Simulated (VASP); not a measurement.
Set up this calculation in VASP 6.6.1, as the native input.

* Task: dielectric tensor
* Functional: r2SCAN
* Potentials or basis: VASP PAW PBE potentials, release 64 (Zn, S)
* Cutoff: 520 eV
* k mesh: 6 × 6 × 6
* Occupations: gaussian, width 0.01 eV
* Spin: no spin polarisation
* Dipole correction: no
* Further INCAR settings: ALGO = Normal; EDIFF = 1e-08

The structure of ZnS lies in POSCAR:

```
ZnS
1.0
    0.0000000000      2.6940858315      2.7210266899
    2.6940858315      0.0000000000      2.7210266899
    2.6940858315      2.6940858315      0.0000000000
Zn S
1 1
Direct
    0.0000000000      0.0000000000      0.0000000000
    0.2500000000      0.2500000000      0.2500000000
```

This cell differs from its parent crystal: uniaxial z strain +1.0%.

One way to write it, as run:

INCAR

```
PREC = Accurate
ENCUT = 520
EDIFF = 1E-8
ISMEAR = 0
SIGMA = 0.01
LREAL = F
LASPH = T
NELM = 80
ALGO = Normal
ISIF = 2
LWAVE = F
LCHARG = F
METAGGA = R2SCAN
LMIXTAU = T
LCALCEPS = T
```

KPOINTS

```
regular mesh
0
Gamma
  6 6 6
```

Potentials or basis: VASP PAW PBE potentials, release 64 (Zn, S).

Launch:

```bash
$ cat potpaw_PBE.64/Zn/POTCAR potpaw_PBE.64/S/POTCAR > POTCAR
$ mpirun -np 1 vasp_std > vasp.out
```

It gave:

```json
{
 "Band gap on the k mesh": "2.66 eV, direct",
 "Electronic dielectric tensor (diagonal)": "5.33, 5.33, 5.36",
 "Born charges (mean of the diagonal)": "Zn +2.00; S -2.00 e"
}
```

Caveat: the cell differs from its parent crystal (uniaxial z strain +1.0%).

Run time: 14 min on 1 thread of Intel(R) Xeon(R) 6975P-C (Granite Rapids) (shared host), peak memory 0.35 GiB.
